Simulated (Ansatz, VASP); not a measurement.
One calculation of Rh, two programs

The input POSCAR:

```
Rh
1.0
    2.6869385152      0.0000000000      0.0000000000
    0.0000000000      2.6869385152      0.0000000000
    0.0000000000      0.0000000000     26.3997146685
Rh
7
Direct
    0.5000000000      0.5000000000      0.2840939796
    0.0000000000      0.0000000000      0.3560626531
    0.5000000000      0.5000000000      0.4280313265
    0.0000000000      0.0000000000      0.5000000000
    0.5000000000      0.5000000000      0.5719686735
    0.0000000000      0.0000000000      0.6439373469
    0.5000000000      0.5000000000      0.7159060204
```

File INCAR.step1:

```
PREC = Accurate ; ENCUT = 520
ISMEAR = 0 ; SIGMA = 0.1
LREAL = F ; LASPH = T
NELM = 100 ; LDIPOL = T
IDIPOL = 3 ; DIPOL = 0.5 0.5 0.500
NBANDS = 62 ; GGA = PE
ALGO = Normal ; EDIFF = 1E-4
LWAVE = T ; LCHARG = F
```

Contents of INCAR.step2:

```
PREC = Accurate ; ENCUT = 520
EDIFF = 1E-6 ; ISMEAR = 0
SIGMA = 0.1 ; LREAL = F
LASPH = T ; NELM = 100
ALGO = Normal ; ISIF = 2
LWAVE = F ; LCHARG = F
LDIPOL = T ; IDIPOL = 3
DIPOL = 0.5 0.5 0.500 ; METAGGA = R2SCAN
LMIXTAU = T ; NBANDS = 62
ISTART = 1
```

KPOINTS

```
Automatic mesh
0
Gamma
  13 13 1
```

Input for Ansatz:

```yaml
crystal:
  lattice:
    - [2.6869385152, 0.0, 0.0]
    - [0.0, 2.6869385152, 0.0]
    - [0.0, 0.0, 26.3997146685]
  atoms:
    - { symbol: Rh, position: [0.5, 0.5, 0.2840939796] }
    - { symbol: Rh, position: [0.0, 0.0, 0.3560626531] }
    - { symbol: Rh, position: [0.5, 0.5, 0.4280313265] }
    - { symbol: Rh, position: [0.0, 0.0, 0.5] }
    - { symbol: Rh, position: [0.5, 0.5, 0.5719686735] }
    - { symbol: Rh, position: [0.0, 0.0, 0.6439373469] }
    - { symbol: Rh, position: [0.5, 0.5, 0.7159060204] }
basis:
  ecutwfc: 500
kpoints:
  mp_grid: { grid: [13, 13, 1] }
hamiltonian:
  xc: r2scan
scf:
  occupations: { method: gaussian, width: 0.1 }
output:
  forces: true
  stress: true
  eigenvalues: true
  write_density: true
  write_potential: true
  elf: true
  volumetric_format: npy
efield:
  axis: 3
  dipole_correction: true
```

Alike in both runs: task single point; functional r2SCAN; k mesh 13 × 13 × 1; occupations gaussian, width 0.1 eV; no spin polarisation.

```csv
,VASP,Ansatz
version,VASP 6.6.1,Ansatz 0.2.0
potentials or method,"VASP PAW PBE potentials, release 64 (Rh_pv), cutoff 520 eV","scalar-relativistic, plane waves, PAW"
valence electrons in the cell,105,119
```

```csv
,VASP,Ansatz,Ansatz less VASP
gap on the k mesh at the Fermi level (eV),none,none,-
rms of the force components (eV/Å),0.235,0.245,+0.0101
```

VASP's potentials were made for PBE, not for r2SCAN. Atom by atom the forces differ by 0.016 eV/Å (rms over components). A gap of «none» marks a metal or a gap that the smearing closes. VASP's potentials hold 105 valence electrons a cell and Ansatz's 119, so a difference there can come from the potentials and not from the codes. Ansatz's warnings: xc potential rough in thin density.
